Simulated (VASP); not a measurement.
# SiC3 (R3m) in VASP: a series of runs

Aim: see how the results for SiC3 move with the level of theory and the settings. Levels: r2SCAN, PBE. Tasks: single point.

All numbers are computed with VASP 6.6.1; they aren't measurements. Logs are shortened: lines on timing, memory, paths and dates and some standing lists are left out, and cuts for length are marked.

## Step 1: The cell of the first run

Symmetry: R3m, No. 160, trigonal system. Conventional cell: a = 2.886 Å, b = 2.886 Å, c = 14.285 Å, α = 90.00°, β = 90.00°, γ = 120.00°. Within 2.3 Å of C (site symmetry 3m) lie 3 C at 1.75 Å and 1 Si at 1.92 Å. C (site symmetry 3m) has 1 C at 1.57 Å and 3 Si at 1.82 Å within 2.1 Å. C (site symmetry 3m) has 4 C at 1.57 to 1.75 Å within 2.1 Å. Within 2.4 Å of Si (site symmetry 3m) lie 4 C at 1.82 to 1.92 Å.

## Step 2: Single point, r2SCAN (volume changed by +6%)

File POSCAR:

```
SiC3
1.0
    1.4431946140      0.8332287989      4.7616667518
   -1.4431946140      0.8332287989      4.7616667518
    0.0000000000     -1.6664575978      4.7616667517
C Si
3 1
Direct
    1.0082378925      0.0082378925      0.0082378925
    0.4889604675      0.4889604675      0.4889604675
    0.3791724032      0.3791724032      0.3791724032
    0.8736292368      0.8736292368      0.8736292368
```

File INCAR.step1:

```
SYSTEM = SiC3
PREC = Accurate ; ENCUT = 520
ISMEAR = 0 ; SIGMA = 0.01
LREAL = .FALSE. ; LASPH = .TRUE.
NELM = 60 ; NBANDS = 16
GGA = PE ; ALGO = Normal
EDIFF = 1E-4 ; LWAVE = .TRUE.
LCHARG = .FALSE.
```

File INCAR.step2:

```
SYSTEM = SiC3
PREC = Accurate ; ENCUT = 520
EDIFF = 1E-6 ; ISMEAR = 0
SIGMA = 0.01 ; LREAL = .FALSE.
LASPH = .TRUE. ; NELM = 60
ALGO = Normal ; ISIF = 2
LWAVE = .FALSE. ; LCHARG = .FALSE.
METAGGA = R2SCAN ; LMIXTAU = .TRUE.
NBANDS = 16 ; ISTART = 1
```

File KPOINTS:

```
Automatic mesh
0
G
  8 8 8
  0 0 0
```

Potentials or basis: VASP PAW PBE potentials, release 64 (C, Si).

On the command line:

```bash
$ cat potpaw_PBE.64/C/POTCAR potpaw_PBE.64/Si/POTCAR > POTCAR
$ cp INCAR.step1 INCAR
$ mpirun -np 1 vasp_std > vasp.out
$ cp INCAR.step2 INCAR
$ mpirun -np 1 vasp_std > vasp.out
```

OUTCAR:

```text
SYSTEM = SiC3
   PREC = Accurate
   ENCUT = 520
   EDIFF = 1E-6
   ISMEAR = 0
   LREAL = .FALSE.
   LASPH = .TRUE.
   NELM = 60
   ISIF = 2
   METAGGA = R2SCAN
   ISTART = 1

 ion  position               nearest neighbor table
   1  0.008  0.008  0.008-   3 1.75   3 1.75   3 1.75   4 1.92
   2  0.489  0.489  0.489-   3 1.57   4 1.82   4 1.82   4 1.82
   3  0.379  0.379  0.379-   2 1.57   1 1.75   1 1.75   1 1.75
   4  0.874  0.874  0.874-   2 1.82   2 1.82   2 1.82   1 1.92

  LATTYP: Found a trigonal (rhomboedric) cell.
 ALAT       =     5.0448539305
 COS(alpha) =     0.8363249048

  Lattice vectors:

 A1 = (   1.4431946140,   0.8332287989,   4.7616667518)
 A2 = (  -1.4431946140,   0.8332287989,   4.7616667518)
 A3 = (   0.0000000000,  -1.6664575978,   4.7616667517)

Analysis of symmetry for initial positions (statically):
=====================================================================
 Subroutine PRICEL returns:
 Original cell was already a primitive cell.

 Routine SETGRP: Setting up the symmetry group for a
 trigonal (rhombohedral) supercell.

 Subroutine GETGRP returns: Found  6 space group operations
 (whereof  6 operations were pure point group operations)
 out of a pool of 12 trial point group operations.

The static configuration has the point symmetry C_3v.

Analysis of symmetry for dynamics (positions and initial velocities):
=====================================================================
 Subroutine PRICEL returns:
 Original cell was already a primitive cell.

 Routine SETGRP: Setting up the symmetry group for a
 trigonal (rhombohedral) supercell.

 Subroutine GETGRP returns: Found  6 space group operations
 (whereof  6 operations were pure point group operations)
 out of a pool of 12 trial point group operations.

The dynamic configuration has the point symmetry C_3v.

 Subroutine INISYM returns: Found  6 space group operations
 (whereof  6 operations are pure point group operations),
 and found     1 'primitive' translations

----------------------------------------------------------------------------------------

                                     Primitive cell

  volume of cell :      34.3557

  direct lattice vectors                    reciprocal lattice vectors
     1.443194614  0.833228799  4.761666752     0.346453621  0.200025091  0.070003499
    -1.443194614  0.833228799  4.761666752    -0.346453621  0.200025091  0.070003499
     0.000000000 -1.666457598  4.761666752     0.000000000 -0.400050183  0.070003499

  length of vectors
     5.044853931  5.044853931  5.044853930     0.406128845  0.406128845  0.406128845

  position of ions in fractional coordinates (direct lattice)
     0.008237892  0.008237892  0.008237892
     0.488960468  0.488960468  0.488960468
     0.379172403  0.379172403  0.379172403
     0.873629237  0.873629237  0.873629237

  ion indices of the primitive-cell ions
   primitive index   ion index
                 1           1
                 2           2
                 3           3
                 4           4

----------------------------------------------------------------------------------------

 KPOINTS: Automatic mesh

Automatic generation of k-mesh.
 Grid dimensions read from file:
 generate k-points for:    8    8    8

 Generating k-lattice:

  Cartesian coordinates                     Fractional coordinates (reciprocal lattice)
     0.043306703  0.025003136  0.008750437     0.125000000  0.000000000  0.000000000
    -0.043306703  0.025003136  0.008750437     0.000000000  0.125000000  0.000000000
     0.000000000 -0.050006273  0.008750437     0.000000000  0.000000000  0.125000000

  Length of vectors
     0.050766106  0.050766106  0.050766106

  Shift w.r.t. Gamma in fractional coordinates (k-lattice)
     0.000000000  0.000000000  0.000000000

 Subroutine IBZKPT returns following result:
 ===========================================

 Found     65 irreducible k-points:

 Following reciprocal coordinates:
            Coordinates               Weight
  0.000000  0.000000  0.000000      1.000000
  0.125000  0.000000  0.000000      6.000000
  0.250000  0.000000  0.000000      6.000000
  0.375000  0.000000  0.000000      6.000000
  0.500000  0.000000  0.000000      3.000000
  0.125000  0.125000  0.000000      6.000000
[... 16 lines left out ...]
  0.250000  0.125000  0.125000      6.000000
  0.375000  0.125000  0.125000      6.000000
 [... further k-points ...]
   k-points           NKPTS =     65   k-points in BZ     NKDIM =     65   number of bands    NBANDS=     16
   number of dos      NEDOS =    301   number of ions     NIONS =      4
   total plane-waves  NPLWV =  64000
   dimension x,y,z NGX =    40 NGY =   40 NGZ =   40
   dimension x,y,z NGXF=    80 NGYF=   80 NGZF=   80
   ions per type =               3   1
   NGX,Y,Z   is equivalent  to a cutoff of  13.18, 13.18, 13.18 a.u.
   NGXF,Y,Z  is equivalent  to a cutoff of  26.36, 26.36, 26.36 a.u.
 SYSTEM =  SiC3
   PREC   = accura    normal or accurate (medium, high low for compatibility)
   ISTART =      1    job   : 0-new  1-cont  2-samecut
   ICHARG =      0    charge: 1-file 2-atom 10-const
   ISPIN  =      1    spin polarized calculation?
   LNONCOLLINEAR =      F non collinear calculations
   LSORBIT =      F    spin-orbit coupling
   LASPH  =      T    aspherical Exc in radial PAW
   ENCUT  =  520.0 eV  38.22 Ry    6.18 a.u.   9.38  9.38  9.38*2*pi/ulx,y,z
   NELM   =     60;   NELMIN=  2; NELMDL=  0     # of ELM steps
   EDIFF  = 0.1E-05   stopping-criterion for ELM
   LREAL  =      F    real-space projection
   EDIFFG = 0.1E-04   stopping-criterion for IOM
   NSW    =      0    number of steps for IOM
   IBRION =     -1    ionic relax: 0-MD 1-quasi-New 2-CG
   NFREE  =      0    steps in history (QN), initial steepest desc. (CG)
   ISIF   =      2    stress and relaxation
   ISYM   =      2    0-nonsym 1-usesym 2-fastsym
   POTIM  = 0.5000    time-step for ionic-motion
   TEBEG  =    0.0;   TEEND  =   0.0 temperature during run
   PSTRESS=    0.0 pullay stress
   NELECT =      16.0000    total number of electrons
   NUPDOWN=      -1.0000    fix difference up-down
   EMIN   =  10.00;   EMAX   =-10.00  energy-range for DOS
   EFERMI =   0.00;   METHOD = LEGACY
   ISMEAR =     0;   SIGMA  =   0.01  broadening in eV -4-tet -1-fermi 0-gaus
   EFERMI_NEDOS =   21; number of points for ismear=-14 and -15
   IALGO  =     38    algorithm
   IMIX   =      4    mixing-type and parameters
     AMIX     =   0.40;   BMIX     =  1.00
     AMIX_MAG =   1.60;   BMIX_MAG =  1.00
  volume/ion in A,a.u.               =       8.59        57.96
  Fermi-wavevector in a.u.,A,eV,Ry     =   1.268961  2.397989 21.908953  1.610263
  Thomas-Fermi vector in A             =   2.402028
   LORBIT       =      0    0 simple, 1 ext, 2 COOP (PROOUT), +10 PAW based schemes
   METAGGA = R2SCAN    functional components
   LHFCALC =     F    Hartree Fock is set to
   AEXX    =    0.0000 exact exchange contribution
   IVDW    =     0    specifies the selected vdW correction
   LEPSILON=     F    determine dielectric tensor
   LRPA    =     F    only Hartree local field effects (RPA)
 non-spin polarized calculation
 Gauss-broadening in eV      SIGMA  =   0.01
  energy-cutoff  :      520.00
  volume of cell :       34.36
 maximum number of plane-waves:       945
 NGX is ok and might be reduce to    40
   NGX = 19   NGY = 19   NGZ = 19

 number of electron      15.9999999 magnetization

 Free energy of the ion-electron system (eV)
  ---------------------------------------------------
  ext. energy  EPLUGINS =         0.00000000
  ---------------------------------------------------
  free energy    TOTEN  =       -36.60238646 eV

  energy without entropy =      -36.60238646  energy(sigma->0) =      -36.60238646

 E-fermi :   8.3916     XC(G=0): -12.4680

 val. band max:        8.3448716672   @ k =   0.0000   0.0000   0.0000
 cond. band min:      10.2525812465   @ k =   0.5000   0.5000   0.0000
 fundamental gap:      1.9077095794
 Fermi energy:         8.3915589309

 k-point     1 :       0.0000    0.0000    0.0000
  band No.  band energies     occupation
      1     -10.5173      2.00000
      2      -5.8928      2.00000
      3      -3.0009      2.00000
      4       5.5420      2.00000
      5       5.5420      2.00000
      6       7.3519      2.00000
[... 8 lines left out ...]
     15      17.1529      0.00000
     16      21.8280      0.00000

 k-point     2 :       0.1250    0.0000    0.0000
  band No.  band energies     occupation
      1     -10.2062      2.00000
      2      -5.6671      2.00000
      3      -2.6887      2.00000
      4       4.0621      2.00000
      5       5.1388      2.00000
      6       6.7379      2.00000
[... 8 lines left out ...]
     15      17.9774      0.00000
     16      22.1854      0.00000

 k-point     3 :       0.2500    0.0000    0.0000
  band No.  band energies     occupation
      1      -9.2941      2.00000
      2      -5.0291      2.00000
      3      -1.9246      2.00000
      4       1.5477      2.00000
      5       4.2253      2.00000
      6       4.3433      2.00000
[... 8 lines left out ...]
     15      19.5056      0.00000
     16      21.0715      0.00000

 k-point     4 :       0.3750    0.0000    0.0000
  band No.  band energies     occupation
      1      -7.8823      2.00000
      2      -4.3905      2.00000
      3      -1.9021      2.00000
      4       0.7138      2.00000
      5       1.7098      2.00000
      6       3.7034      2.00000
[... 8 lines left out ...]
     15      19.9418      0.00000
     16      20.8087      0.00000
[... 324 lines left out ...]
 k-point    22 :       0.1250    0.1250    0.1250
  band No.  band energies     occupation
      1     -10.4451      2.00000
      2      -6.3252      2.00000
      3      -2.4225      2.00000
      4       5.5557      2.00000
      5       5.5557      2.00000
      6       6.8429      2.00000
[... 8 lines left out ...]
     15      17.2283      0.00000
     16      21.8702      0.00000

 k-point    23 :       0.2500    0.1250    0.1250
  band No.  band energies     occupation
      1     -10.0886      2.00000
      2      -6.2912      2.00000
      3      -1.8309      2.00000
      4       4.0037      2.00000
      5       5.2162      2.00000
      6       6.2758      2.00000
[... 8 lines left out ...]
     15      18.0322      0.00000
     16      21.6261      0.00000

 k-point    24 :       0.3750    0.1250    0.1250
  band No.  band energies     occupation
      1      -9.1388      2.00000
      2      -5.7336      2.00000
      3      -1.0092      2.00000
      4       1.5454      2.00000
      5       4.3939      2.00000
      6       4.4931      2.00000
[... 8 lines left out ...]
     15      19.4006      0.00000
     16      20.4508      0.00000

 [... further k-points ...]

------------------------ aborting loop because EDIFF is reached ----------------------------------------

  FORCE on cell =-STRESS in cart. coord.  units (eV):
  Direction    XX          YY          ZZ          XY          YZ          ZX
  --------------------------------------------------------------------------------------
  -------------------------------------------------------------------------------------
  Total       -3.0169110     -3.0169110     -3.6080466      0.0000000     -0.0000000      0.0000000
  in kB     -140.6933789   -140.6933789   -168.2609349      0.0000000     -0.0000000      0.0000000
  external PRESSURE =    -149.8825643 kB  Pullay stress =       0.0000000 kB

 VOLUME and BASIS-vectors are now :
 -----------------------------------------------------------------------------
  energy-cutoff  :      520.00
  volume of cell :       34.36
      direct lattice vectors                 reciprocal lattice vectors
     1.443194614  0.833228799  4.761666752     0.346453621  0.200025091  0.070003499
    -1.443194614  0.833228799  4.761666752    -0.346453621  0.200025091  0.070003499
     0.000000000 -1.666457598  4.761666752     0.000000000 -0.400050183  0.070003499

 POSITION                                       TOTAL-FORCE (eV/Angst)
 -----------------------------------------------------------------------------------
      0.00000      0.00000      0.11768         0.000000     -0.000000     -0.168582
      0.00000      0.00000      6.98480         0.000000      0.000000      0.211101
      0.00000      0.00000      5.41648         0.000000      0.000000      0.326171
      0.00000      0.00000     12.47979         0.000000      0.000000     -0.368690
 -----------------------------------------------------------------------------------
    total drift:                               -0.000000      0.000000     -0.000145

  FREE ENERGIE OF THE ION-ELECTRON SYSTEM (eV)
  ---------------------------------------------------
  free  energy   TOTEN  =       -36.6023864564 eV

  energy  without entropy=      -36.6023864564  energy(sigma->0) =      -36.60238646
```

Wall time 6.5 min (1 thread of Intel Xeon 8259CL, shared host); peak memory 0.25 GiB.

Results:

```yaml
Free_energy: -36.6024 eV
Pressure: -15.0 GPa
Largest_force: 0.369 eV/Å
Band_gap_on_the_k_mesh: 1.91 eV, indirect (least direct gap 3.42 eV)
```

Forces in eV/Å, atoms in the order of the input:
```
C    0.000  0.000 -0.169
C    0.000  0.000  0.211
C    0.000  0.000  0.326
Si   0.000  0.000 -0.369
```

Levels at points of the mesh, in eV from the valence-band top:
```csv
k point,band 6,band 7,band 8,band 9,band 10,band 11
"(0.00, 0.00, 0.00)",-0.99,0.00,0.00,3.42,4.87,4.87
"(0.50, 0.00, 0.00)",-5.12,-4.88,-2.49,3.37,4.42,6.71
"(0.50, 0.50, 0.00)",-5.23,-2.40,-1.66,1.91,2.72,6.43
"(0.50, 0.50, 0.50)",-2.70,-0.38,-0.38,3.54,5.48,5.48
```

Caveat: the cell differs from its parent crystal (volume changed by +6%); the PAW data sets were made with another functional, which shifts forces and pressure a little.

## Step 3: Single point, PBE

This run uses another cell than the first one, of 8.10 Å³/atom, 0.943 times its volume.

File INCAR:

```
PREC     = Accurate       # precision mode
ENCUT    = 520            # plane-wave cutoff, eV
EDIFF    = 1E-6           # SCF threshold, eV
ISMEAR   = 0              # smearing method
SIGMA    = 0.01           # smearing width, eV
LREAL    = F              # projectors in reciprocal space
LASPH    = T              # aspherical terms in the spheres
NELM     = 80             # most SCF steps
ALGO     = Normal         # electronic algorithm
ISIF     = 2              # what is computed and relaxed
LWAVE    = F              # write WAVECAR
LCHARG   = F              # write CHGCAR
GGA      = PE             # functional
NBANDS   = 16             # bands
```

File KPOINTS:

```
Automatic mesh
0
Gamma
  10 10 10
```

File POSCAR:

```
SiC3
1.0
    1.4154339591      0.8172011773      4.6700734309
   -1.4154339591      0.8172011773      4.6700734309
    0.0000000000     -1.6344023546      4.6700734309
C Si
3 1
Direct
    1.0082378925      0.0082378925      0.0082378925
    0.4889604675      0.4889604675      0.4889604675
    0.3791724032      0.3791724032      0.3791724032
    0.8736292368      0.8736292368      0.8736292368
```

Potentials or basis: VASP PAW PBE potentials, release 64 (C, Si).

On the command line:

```bash
$ cat potpaw_PBE.64/C/POTCAR potpaw_PBE.64/Si/POTCAR > POTCAR
$ mpirun -np 1 vasp_std > vasp.out
```

Run time: 3.8 min. Hardware: 1 thread of Intel Xeon 8259CL, shared host; peak memory 0.25 GiB.

It converged, with:

```
Free energy            : -31.0368 eV
Pressure               : 3.4 GPa
Largest force          : 0.304 eV/Å
Band gap on the k mesh : 1.59 eV, indirect (least direct gap 3.20 eV)
```

Forces on the atoms (eV/Å):
```
C    0.000  0.000  0.215
C    0.000  0.000 -0.304
C    0.000  0.000 -0.140
Si   0.000  0.000  0.229
```

Stress tensor (GPa, compression positive):
```
3.10 0.00 0.00
0.00 3.10 0.00
0.00 0.00 3.93
```

Levels at points of the mesh, in eV from the valence-band top:
```csv
k point,band 5,band 6,band 7,band 8,band 9,band 10,band 11,band 12
"(0.00, 0.00, 0.00)",-2.84,-0.99,0.00,0.00,3.86,4.70,4.70,4.90
"(0.50, 0.00, 0.00)",-6.57,-5.05,-4.94,-2.44,3.22,4.11,6.29,8.84
"(0.50, 0.50, 0.00)",-5.38,-5.27,-2.35,-1.62,1.59,2.66,6.43,6.45
"(0.50, 0.50, 0.50)",-2.75,-2.75,-0.35,-0.35,3.93,5.29,5.29,5.56
```

A k mesh can miss the band edges.

## Step 4: Single point, r2SCAN

This run uses another cell than the first one, of 8.10 Å³/atom, 0.943 times its volume.

POSCAR is that of step 3.

File INCAR.step1:

```
PREC = Accurate
ENCUT = 520
ISMEAR = 0
SIGMA = 0.01
LREAL = F
LASPH = T
NELM = 100
NBANDS = 16
GGA = PE
ALGO = Normal
EDIFF = 1E-4
LWAVE = T
LCHARG = F
```

File INCAR.step2:

```
PREC = Accurate
ENCUT = 520
EDIFF = 1E-7
ISMEAR = 0
SIGMA = 0.01
LREAL = F
LASPH = T
NELM = 100
ALGO = Normal
ISIF = 2
LWAVE = F
LCHARG = F
METAGGA = R2SCAN
LMIXTAU = T
NBANDS = 16
ISTART = 1
```

KPOINTS is that of step 3.

On the command line:

```bash
$ cat potpaw_PBE.64/C/POTCAR potpaw_PBE.64/Si/POTCAR > POTCAR
$ cp INCAR.step1 INCAR
$ mpirun -np 1 vasp_std > vasp.out
$ cp INCAR.step2 INCAR
$ mpirun -np 1 vasp_std > vasp.out
```

It took 13 min on 1 thread of Intel Xeon 8259CL, shared host; peak memory 0.27 GiB.

Results (log left out):

```
Free energy            : -36.6976 eV
Pressure               : 0.0 GPa
Largest force          : 0.081 eV/Å
Band gap on the k mesh : 1.88 eV, indirect (least direct gap 3.57 eV)
```

Forces in eV/Å, atoms in the order of the input:
```
C    0.000  0.000 -0.035
C    0.000  0.000  0.081
C    0.000  0.000 -0.024
Si   0.000  0.000 -0.023
```

Stress tensor (GPa, compression positive):
```
 0.10  0.00  0.00
 0.00  0.10  0.00
 0.00  0.00 -0.09
```

Levels at points of the mesh, in eV from the valence-band top:
```csv
k point,band 6,band 7,band 8,band 9,band 10,band 11
"(0.00, 0.00, 0.00)",-1.00,0.00,0.00,4.06,5.06,5.06
"(0.50, 0.00, 0.00)",-5.28,-5.14,-2.57,3.53,4.54,6.83
"(0.50, 0.50, 0.00)",-5.49,-2.48,-1.71,1.90,2.89,6.89
"(0.50, 0.50, 0.50)",-2.84,-0.37,-0.37,4.13,5.68,5.68
```

Caveat: the PAW data sets were made with another functional, which shifts forces and pressure a little. r2SCAN opens gaps a little over a GGA but as a rule still falls short of measured ones.

## Step 5: Summary

| level | cell | k mesh | gap on the mesh (eV) | pressure (GPa) | largest force (eV/Å) |
| --- | --- | --- | --- | --- | --- |
| r2SCAN | a = 5.045 Å, angles 33.2°, 4 atoms | 8 × 8 × 8 | 1.91 | -15.0 | 0.37 |
| PBE | a = 4.948 Å, angles 33.2°, 4 atoms | 10 × 10 × 10 | 1.59 | 3.4 | 0.30 |
| r2SCAN | a = 4.948 Å, angles 33.2°, 4 atoms | 10 × 10 × 10 | 1.88 | 0.0 | 0.08 |

Alike in all rows: task single point; potentials or basis VASP PAW PBE potentials, release 64 (C, Si); no spin polarisation; cutoff (eV) 520; smearing gaussian 0.01 eV.

Caveats: the PAW data sets were made with another functional, which shifts forces and pressure a little (some runs).

Total energies depend on the potentials used, so only differences within one code and one set of settings carry meaning.
